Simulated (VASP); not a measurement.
Sn, 2 atoms in the cell. Symmetry: I4_1/amd, No. 141, tetragonal system. The conventional cell has a = 5.832 Å, b = 5.832 Å, c = 3.182 Å, α = 90.00°, β = 90.00°, γ = 90.00°. Sn (site symmetry -4m2) has 10 Sn at 3.02 to 3.77 Å within 4.0 Å. 

| Property | Result |
| --- | --- |
| Program | VASP 6.6.1 |
| Task | vibrations by perturbation theory |
| Functional | LDA |
| Potentials or basis | VASP PAW LDA potentials, release 64 (Sn_d) |
| Cutoff | 500 eV |
| k mesh | 12 × 12 × 12 |
| Occupations | fermi-dirac, width 0.15 eV |
| Spin | no spin polarisation |
| Dipole correction | no |
| Further INCAR settings | ALGO = Normal; EDIFF = 1e-08; NBANDS = 21; IBRION = 8; NSW = 1 |

Potentials or basis: VASP PAW LDA potentials, release 64 (Sn_d).

Command:

```console
$ cat potpaw_LDA.64/Sn_d/POTCAR > POTCAR
$ mpirun -np 1 vasp_std > vasp.out
```

Hardware: 1 thread of AMD EPYC 9R45 96-Core Processor (Zen 5) (shared host).

Problem. How long does it take, and how much memory?

Solution. Wall time 13 min on 1 thread of AMD EPYC 9R45 96-Core Processor (Zen 5), on a shared host, peak memory 0.89 GiB. Counts: scf iterations 44, k points 163.
